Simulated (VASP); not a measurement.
PbSe (Clausthalite), 2 atoms in the cell. Symmetry: Fm-3m, No. 225, cubic system. Conventional cell: a = 6.121 Å, b = 6.121 Å, c = 6.121 Å, α = 90.00°, β = 90.00°, γ = 90.00°. Pb (site symmetry m-3m) has 6 Se at 3.06 Å within 4.0 Å. Se (site symmetry m-3m) has 6 Pb at 3.06 Å within 4.0 Å. 

* Program: VASP 6.6.1
* Task: single point
* Functional: revPBE
* Potentials or basis: VASP PAW PBE potentials, release 64 (Pb_d, Se)
* Cutoff: 520 eV
* k mesh: 6 × 6 × 6
* Occupations: fermi-dirac, width 0.01 eV
* Spin: no spin polarisation
* Dipole correction: no
* Further INCAR settings: ALGO = Normal; EDIFF = 1e-06; NBANDS = 17

Potentials or basis: VASP PAW PBE potentials, release 64 (Pb_d, Se).

Run with:

```console
$ cat potpaw_PBE.64/Pb_d/POTCAR potpaw_PBE.64/Se/POTCAR > POTCAR
$ mpirun -np 1 vasp_std > vasp.out
```

Hardware: 1 thread of AMD EPYC 7R13 (shared host).

Q: How long does it take, and how much memory?

A: Run time: 20 s on 1 thread of AMD EPYC 7R13, with other jobs on the host, peak memory 0.15 GiB. Counts: scf iterations 12, k points 16.
